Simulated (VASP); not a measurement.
# ScAl (Pm-3m) in VASP: further runs

Runs on ScAl. Level: PBEsol. Tasks: single point.

Program: VASP 6.6.1. These are calculated values, not measurements. Logs are shortened: lines on timing, memory, paths and dates and some standing lists are left out, and cuts for length are marked.

## 1. The cell of the first run

Symmetry: Pm-3m, No. 221, cubic system. The conventional cell has a = 3.307 Å, b = 3.307 Å, c = 3.307 Å, α = 90.00°, β = 90.00°, γ = 90.00°. Within 3.8 Å of Sc (site symmetry m-3m) lie 8 Al at 2.86 Å and 6 Sc at 3.31 Å. Within 3.8 Å of Al (site symmetry m-3m) lie 8 Sc at 2.86 Å and 6 Al at 3.31 Å.

## 2. Single point, PBEsol

Input file INCAR:

```
ALGO = Normal
EDIFF = 1E-6
ENCUT = 520
GGA = PS
ISIF = 2
ISMEAR = 0
LASPH = True
LCHARG = True
LELF = True
LREAL = False
LVHAR = True
LWAVE = False
NBANDS = 14
NELM = 100
PREC = Accurate
SIGMA = 0.1
```

Input file KPOINTS:

```
k-points
0
Gamma
  12 12 12
```

Input file POSCAR:

```
ScAl
1.0
    3.3066520492      0.0000000000      0.0000000000
    0.0000000000      3.3066520492      0.0000000000
    0.0000000000      0.0000000000      3.3066520492
Sc Al
1 1
Direct
    0.5000000000      0.5000000000      0.5000000000
    0.0000000000      0.0000000000      0.0000000000
```

Potentials or basis: VASP PAW PBE potentials, release 64 (Sc_sv, Al).

The run is started by

```
$ cat potpaw_PBE.64/Sc_sv/POTCAR potpaw_PBE.64/Al/POTCAR > POTCAR
$ mpirun -np 1 vasp_std > vasp.out
```

OUTCAR:

```text
EDIFF = 1E-6
   ENCUT = 520
   GGA = PS
   ISIF = 2
   ISMEAR = 0
   LASPH = True
   LREAL = False
   NELM = 100
   PREC = Accurate

 ion  position               nearest neighbor table
   1  0.500  0.500  0.500-   2 2.86   2 2.86   2 2.86   2 2.86   2 2.86   2 2.86   2 2.86   2 2.86

   2  0.000  0.000  0.000-   1 2.86   1 2.86   1 2.86   1 2.86   1 2.86   1 2.86   1 2.86   1 2.86

  LATTYP: Found a simple cubic cell.
 ALAT       =     3.3066520492

  Lattice vectors:

 A1 = (   3.3066520492,   0.0000000000,   0.0000000000)
 A2 = (   0.0000000000,   3.3066520492,   0.0000000000)
 A3 = (   0.0000000000,   0.0000000000,   3.3066520492)

Analysis of symmetry for initial positions (statically):
=====================================================================
 Subroutine PRICEL returns:
 Original cell was already a primitive cell.

 Routine SETGRP: Setting up the symmetry group for a
 simple cubic supercell.

 Subroutine GETGRP returns: Found 48 space group operations
[... 9 lines left out ...]

 Routine SETGRP: Setting up the symmetry group for a
 simple cubic supercell.

 Subroutine GETGRP returns: Found 48 space group operations
[... 11 lines left out ...]
                                     Primitive cell

  volume of cell :      36.1548

  direct lattice vectors                    reciprocal lattice vectors
     3.306652049  0.000000000  0.000000000     0.302420692  0.000000000  0.000000000
     0.000000000  3.306652049  0.000000000     0.000000000  0.302420692  0.000000000
     0.000000000  0.000000000  3.306652049     0.000000000  0.000000000  0.302420692

  length of vectors
     3.306652049  3.306652049  3.306652049     0.302420692  0.302420692  0.302420692

  position of ions in fractional coordinates (direct lattice)
[... 8 lines left out ...]
----------------------------------------------------------------------------------------

 KPOINTS: k-points

Automatic generation of k-mesh.
 Grid dimensions read from file:
 generate k-points for:   12   12   12

 Generating k-lattice:

  Cartesian coordinates                     Fractional coordinates (reciprocal lattice)
     0.025201724  0.000000000  0.000000000     0.083333333  0.000000000  0.000000000
     0.000000000  0.025201724  0.000000000     0.000000000  0.083333333  0.000000000
     0.000000000  0.000000000  0.025201724     0.000000000  0.000000000  0.083333333

  Length of vectors
     0.025201724  0.025201724  0.025201724

  Shift w.r.t. Gamma in fractional coordinates (k-lattice)
     0.000000000  0.000000000  0.000000000

 Subroutine IBZKPT returns following result:
 ===========================================

 Found     84 irreducible k-points:

 Following reciprocal coordinates:
            Coordinates               Weight
  0.000000  0.000000  0.000000      1.000000
  0.083333  0.000000  0.000000      6.000000
  0.166667  0.000000  0.000000      6.000000
  0.250000  0.000000  0.000000      6.000000
  0.333333  0.000000  0.000000      6.000000
  0.416667  0.000000  0.000000      6.000000
[... 16 lines left out ...]
  0.333333  0.333333  0.000000     12.000000
  0.416667  0.333333  0.000000     24.000000
 [... further k-points ...]
   k-points           NKPTS =     84   k-points in BZ     NKDIM =     84   number of bands    NBANDS=     14
   number of dos      NEDOS =    301   number of ions     NIONS =      2
   total plane-waves  NPLWV =  21952
   dimension x,y,z NGX =    28 NGY =   28 NGZ =   28
   dimension x,y,z NGXF=    56 NGYF=   56 NGZF=   56
   ions per type =               1   1
   NGX,Y,Z   is equivalent  to a cutoff of  14.08, 14.08, 14.08 a.u.
   NGXF,Y,Z  is equivalent  to a cutoff of  28.15, 28.15, 28.15 a.u.
 SYSTEM =  unknown system
   PREC   = accura    normal or accurate (medium, high low for compatibility)
   ISTART =      0    job   : 0-new  1-cont  2-samecut
   ICHARG =      2    charge: 1-file 2-atom 10-const
   ISPIN  =      1    spin polarized calculation?
   LNONCOLLINEAR =      F non collinear calculations
   LSORBIT =      F    spin-orbit coupling
   LASPH  =      T    aspherical Exc in radial PAW
   ENCUT  =  520.0 eV  38.22 Ry    6.18 a.u.   6.15  6.15  6.15*2*pi/ulx,y,z
   NELM   =    100;   NELMIN=  2; NELMDL= -5     # of ELM steps
   EDIFF  = 0.1E-05   stopping-criterion for ELM
   LREAL  =      F    real-space projection
   EDIFFG = 0.1E-04   stopping-criterion for IOM
   NSW    =      0    number of steps for IOM
   IBRION =     -1    ionic relax: 0-MD 1-quasi-New 2-CG
   NFREE  =      0    steps in history (QN), initial steepest desc. (CG)
   ISIF   =      2    stress and relaxation
   ISYM   =      2    0-nonsym 1-usesym 2-fastsym
   POTIM  = 0.5000    time-step for ionic-motion
   TEBEG  =    0.0;   TEEND  =   0.0 temperature during run
   PSTRESS=    0.0 pullay stress
   NELECT =      14.0000    total number of electrons
   NUPDOWN=      -1.0000    fix difference up-down
   EMIN   =  10.00;   EMAX   =-10.00  energy-range for DOS
   EFERMI =   0.00;   METHOD = LEGACY
   ISMEAR =     0;   SIGMA  =   0.10  broadening in eV -4-tet -1-fermi 0-gaus
   EFERMI_NEDOS =   21; number of points for ismear=-14 and -15
   IALGO  =     38    algorithm
   IMIX   =      4    mixing-type and parameters
     AMIX     =   0.40;   BMIX     =  1.00
     AMIX_MAG =   1.60;   BMIX_MAG =  1.00
  volume/ion in A,a.u.               =      18.08       121.99
  Fermi-wavevector in a.u.,A,eV,Ry     =   1.193243  2.254903 19.372378  1.423830
  Thomas-Fermi vector in A             =   2.329262
   LORBIT       =      0    0 simple, 1 ext, 2 COOP (PROOUT), +10 PAW based schemes
   GGA     = PS    functional components
   LHFCALC =     F    Hartree Fock is set to
   AEXX    =    0.0000 exact exchange contribution
   IVDW    =     0    specifies the selected vdW correction
   LEPSILON=     F    determine dielectric tensor
   LRPA    =     F    only Hartree local field effects (RPA)
 non-spin polarized calculation
 Gauss-broadening in eV      SIGMA  =   0.10
  energy-cutoff  :      520.00
  volume of cell :       36.15
 maximum number of plane-waves:       992
 NGX is ok and might be reduce to    28
   NGX = 13   NGY = 13   NGZ = 13

 number of electron      14.0000003 magnetization

 Free energy of the ion-electron system (eV)
  ---------------------------------------------------
  ext. energy  EPLUGINS =         0.00000000
  ---------------------------------------------------
  free energy    TOTEN  =       -11.61218981 eV

  energy without entropy =      -11.60898650  energy(sigma->0) =      -11.61058815

 E-fermi :   6.4003     XC(G=0): -10.6412

 val. band max:        6.3875283879   @ k =   0.5000   0.4167   0.1667
 cond. band min:       6.4804438985   @ k =   0.5000   0.1667   0.0000
 fundamental gap:      0.0929155106
 Fermi energy:         6.4002836552

 k-point     1 :       0.0000    0.0000    0.0000
  band No.  band energies     occupation
      1     -42.6377      2.00000
      2     -21.3127      2.00000
      3     -21.3127      2.00000
      4     -21.3127      2.00000
      5      -2.2538      2.00000
      6       5.6503      2.00000
      7       5.6503      2.00000
      8       9.3053      0.00000
      9       9.3053      0.00000
     10       9.3053      0.00000
     11      10.4153      0.00000
     12      10.4153      0.00000
     13      10.4153      0.00000
     14      15.3769      0.00000

 k-point     2 :       0.0833    0.0000    0.0000
  band No.  band energies     occupation
      1     -42.6364      2.00000
      2     -21.3282      2.00000
      3     -21.3114      2.00000
      4     -21.3114      2.00000
      5      -2.1488      2.00000
      6       5.5571      2.00000
      7       5.7043      2.00000
      8       8.9622      0.00000
      9       8.9622      0.00000
     10       9.3216      0.00000
     11      10.1291      0.00000
     12      10.8252      0.00000
     13      10.8252      0.00000
     14      15.1777      0.00000

 k-point     3 :       0.1667    0.0000    0.0000
  band No.  band energies     occupation
      1     -42.6329      2.00000
      2     -21.3700      2.00000
      3     -21.3077      2.00000
      4     -21.3077      2.00000
      5      -1.8386      2.00000
      6       5.1903      2.00000
      7       5.8594      2.00000
      8       8.4167      0.00000
      9       8.4167      0.00000
     10       9.3665      0.00000
     11       9.7085      0.00000
     12      11.5778      0.00000
     13      11.5778      0.00000
     14      14.6448      0.00000

 k-point     4 :       0.2500    0.0000    0.0000
  band No.  band energies     occupation
      1     -42.6280      2.00000
      2     -21.4267      2.00000
      3     -21.3026      2.00000
      4     -21.3026      2.00000
      5      -1.3371      2.00000
      6       4.4515      2.00000
      7       6.0921      1.99999
      8       7.9285      0.00000
      9       7.9285      0.00000
     10       9.4292      0.00000
     11       9.6504      0.00000
     12      12.4315      0.00000
     13      12.4315      0.00000
     14      13.9366      0.00000

 k-point     5 :       0.3333    0.0000    0.0000
  band No.  band energies     occupation
      1     -42.6231      2.00000
      2     -21.4827      2.00000
      3     -21.2975      2.00000
      4     -21.2975      2.00000
      5      -0.6676      2.00000
      6       3.4552      2.00000
      7       6.3562      1.46667
      8       7.5551      0.00000
      9       7.5551      0.00000
     10       9.4934      0.00000
     11       9.9484      0.00000
[... 276 lines left out ...]
 k-point    22 :       0.5000    0.2500    0.0000
  band No.  band energies     occupation
      1     -42.6088      2.00000
      2     -21.5206      2.00000
      3     -21.3986      2.00000
      4     -21.2823      2.00000
      5       1.0744      2.00000
      6       2.6819      2.00000
      7       5.8213      2.00000
      8       6.7671      0.00000
      9       7.5898      0.00000
     10       8.6668      0.00000
     11      10.4104      0.00000
     12      12.5159      0.00000
     13      12.6995      0.00000
     14      14.6846      0.00000

 k-point    23 :       0.3333    0.3333    0.0000
  band No.  band energies     occupation
      1     -42.6088      2.00000
      2     -21.4621      2.00000
      3     -21.4558      2.00000
      4     -21.2824      2.00000
      5       0.5501      2.00000
      6       4.1579      2.00000
      7       4.7986      2.00000
      8       6.9819      0.00000
      9       7.9149      0.00000
     10       8.3156      0.00000
     11      10.2522      0.00000
     12      11.4403      0.00000
     13      13.2693      0.00000
     14      14.3115      0.00000

 k-point    24 :       0.4167    0.3333    0.0000
  band No.  band energies     occupation
      1     -42.6053      2.00000
      2     -21.4978      2.00000
      3     -21.4531      2.00000
      4     -21.2787      2.00000
      5       1.0505      2.00000
      6       3.6517      2.00000
      7       5.0119      2.00000
      8       6.7002      0.00002
      9       7.8449      0.00000
     10       8.2947      0.00000
     11      10.3128      0.00000
     12      11.7104      0.00000
     13      12.6765      0.00000
     14      14.2606      0.00000

 [... further k-points ...]
[... 5 lines left out ...]
  --------------------------------------------------------------------------------------
  -------------------------------------------------------------------------------------
  Total        0.7103123      0.7103123      0.7103123     -0.0000000      0.0000000     -0.0000000
  in kB       31.4770799     31.4770799     31.4770799     -0.0000000      0.0000000     -0.0000000
  external PRESSURE =      31.4770799 kB  Pullay stress =       0.0000000 kB

 VOLUME and BASIS-vectors are now :
 -----------------------------------------------------------------------------
  energy-cutoff  :      520.00
  volume of cell :       36.15
      direct lattice vectors                 reciprocal lattice vectors
     3.306652049  0.000000000  0.000000000     0.302420692  0.000000000  0.000000000
     0.000000000  3.306652049  0.000000000     0.000000000  0.302420692  0.000000000
     0.000000000  0.000000000  3.306652049     0.000000000  0.000000000  0.302420692

 POSITION                                       TOTAL-FORCE (eV/Angst)
 -----------------------------------------------------------------------------------
      1.65333      1.65333      1.65333         0.000000      0.000000      0.000000
      0.00000      0.00000      0.00000         0.000000      0.000000      0.000000
 -----------------------------------------------------------------------------------
    total drift:                                0.000000      0.000000      0.000000

  FREE ENERGIE OF THE ION-ELECTRON SYSTEM (eV)
  ---------------------------------------------------
  free  energy   TOTEN  =       -11.6121898086 eV

  energy  without entropy=      -11.6089865010  energy(sigma->0) =      -11.61058815
```

It took 61 s on 1 thread of Intel Xeon Platinum 8259CL at 2.50GHz (Skylake/Cascade Lake), shared host; peak memory 0.18 GiB.

Results:

| Quantity | Value |
| --- | --- |
| Free energy | -11.6122 eV |
| Pressure | 3.1 GPa |
| Band gap on the k mesh | zero (band 7 reaches 6.74 eV, above the bottom of band 8 at 5.55 eV) |

Caveat: the PAW data sets were made with another functional, which shifts forces and pressure a little.

## 3. Single point, PBEsol

This run uses another cell than the first one, of 18.70 Å³/atom, 1.035 times its volume.

Input file INCAR:

```
ALGO = Normal
EDIFF = 1E-6
ENCUT = 520
GGA = PS
ISIF = 2
ISMEAR = 0
LASPH = T
LCHARG = F
LREAL = F
LWAVE = F
NBANDS = 14
NELM = 100
PREC = Accurate
SIGMA = 0.1
```

KPOINTS is that of step 2.

Input file POSCAR:

```
ScAl
1.0
    3.3444038964      0.0000000000      0.0000000000
    0.0000000000      3.3444038964      0.0000000000
    0.0000000000      0.0000000000      3.3444038964
Sc Al
1 1
Direct
    0.5000000000      0.5000000000      0.5000000000
    0.0000000000      0.0000000000      0.0000000000
```

Potentials or basis: VASP PAW PBE potentials, release 64 (Sc_sv, Al).

The run is started by

```
$ cat potpaw_PBE.64/Sc_sv/POTCAR potpaw_PBE.64/Al/POTCAR > POTCAR
$ mpirun -np 1 vasp_std > vasp.out
```

OUTCAR:

```text
EDIFF = 1E-6
   ENCUT = 520
   GGA = PS
   ISIF = 2
   ISMEAR = 0
   LASPH = T
   LREAL = F
   NELM = 100
   PREC = Accurate

 ion  position               nearest neighbor table
   1  0.500  0.500  0.500-   2 2.90   2 2.90   2 2.90   2 2.90   2 2.90   2 2.90   2 2.90   2 2.90

   2  0.000  0.000  0.000-   1 2.90   1 2.90   1 2.90   1 2.90   1 2.90   1 2.90   1 2.90   1 2.90

  LATTYP: Found a simple cubic cell.
 ALAT       =     3.3444038964

  Lattice vectors:

 A1 = (   3.3444038964,   0.0000000000,   0.0000000000)
 A2 = (   0.0000000000,   3.3444038964,   0.0000000000)
[... 586 lines left out ...]
     10       7.9712      0.00000
     11       9.8910      0.00000
     12      11.2011      0.00000
     13      12.1630      0.00000
     14      13.7254      0.00000

 [... further k-points ...]
[... 5 lines left out ...]
  --------------------------------------------------------------------------------------
  -------------------------------------------------------------------------------------
  Total        0.0307140      0.0307140      0.0307140      0.0000000      0.0000000     -0.0000000
  in kB        1.3155006      1.3155006      1.3155006      0.0000000      0.0000000     -0.0000000
  external PRESSURE =       1.3155006 kB  Pullay stress =       0.0000000 kB

 VOLUME and BASIS-vectors are now :
 -----------------------------------------------------------------------------
  energy-cutoff  :      520.00
  volume of cell :       37.41
      direct lattice vectors                 reciprocal lattice vectors
     3.344403896  0.000000000  0.000000000     0.299006947  0.000000000  0.000000000
     0.000000000  3.344403896  0.000000000     0.000000000  0.299006947  0.000000000
     0.000000000  0.000000000  3.344403896     0.000000000  0.000000000  0.299006947

 POSITION                                       TOTAL-FORCE (eV/Angst)
 -----------------------------------------------------------------------------------
      1.67220      1.67220      1.67220         0.000000      0.000000      0.000000
      0.00000      0.00000      0.00000         0.000000      0.000000      0.000000
 -----------------------------------------------------------------------------------
    total drift:                                0.000000      0.000000      0.000000

  FREE ENERGIE OF THE ION-ELECTRON SYSTEM (eV)
  ---------------------------------------------------
  free  energy   TOTEN  =       -11.6250733151 eV

  energy  without entropy=      -11.6216091595  energy(sigma->0) =      -11.62334124
```

OSZICAR:

```text
N       E                     dE             d eps       ncg     rms          rms(c)
DAV:   1     0.115405264465E+03    0.11541E+03   -0.66352E+03  2424   0.935E+02
DAV:   2    -0.963994169386E+01   -0.12505E+03   -0.12144E+03  2390   0.309E+02
DAV:   3    -0.127278482571E+02   -0.30879E+01   -0.30139E+01  3456   0.594E+01
DAV:   4    -0.127986494700E+02   -0.70801E-01   -0.70763E-01  2790   0.771E+00
DAV:   5    -0.128013751077E+02   -0.27256E-02   -0.27255E-02  3570   0.143E+00    0.781E+00
DAV:   6    -0.116858789446E+02    0.11155E+01   -0.18857E+00  3606   0.201E+01    0.223E+00
DAV:   7    -0.116395828884E+02    0.46296E-01   -0.94471E-02  3870   0.311E+00    0.957E-01
DAV:   8    -0.116256643952E+02    0.13918E-01   -0.15215E-02  3194   0.130E+00    0.241E-01
DAV:   9    -0.116251205579E+02    0.54384E-03   -0.16849E-03  3650   0.683E-01    0.110E-01
DAV:  10    -0.116250861474E+02    0.34411E-04   -0.29369E-04  3566   0.250E-01    0.327E-02
DAV:  11    -0.116250741527E+02    0.11995E-04   -0.49215E-05  3546   0.114E-01    0.832E-03
DAV:  12    -0.116250733151E+02    0.83764E-06   -0.34462E-06  3380   0.290E-02
   1 F= -.11625073E+02 E0= -.11623341E+02  d E =-.346416E-02
```

Run time: 42 s. Hardware: 1 thread of Intel Xeon Platinum 8259CL at 2.50GHz (Skylake/Cascade Lake), shared host; peak memory 0.18 GiB.

What came out:

```
Free energy            : -11.6251 eV
Pressure               : 0.1 GPa
Band gap on the k mesh : zero (band 7 reaches 6.48 eV, above the bottom of band 8 at 5.29 eV)
```

Levels at points of the mesh, in eV from the Fermi level:
| k point | band 4 | band 5 | band 6 | band 7 | band 8 | band 9 | band 10 | band 11 |
| --- | --- | --- | --- | --- | --- | --- | --- | --- |
| (0.00, 0.00, 0.00) | -27.82 | -8.53 | -0.69 | -0.69 | 2.80 | 2.80 | 2.80 | 3.85 |
| (0.50, 0.00, 0.00) | -27.80 | -5.67 | -4.60 | 0.27 | 0.81 | 0.81 | 3.04 | 3.94 |
| (0.50, 0.50, 0.00) | -27.78 | -4.73 | -1.83 | -1.83 | -0.84 | 1.57 | 1.57 | 3.82 |
| (0.50, 0.50, 0.50) | -27.96 | -2.59 | -2.59 | -2.59 | -0.32 | 2.98 | 2.98 | 2.98 |

Caveat: the PAW data sets were made with another functional, which shifts forces and pressure a little.
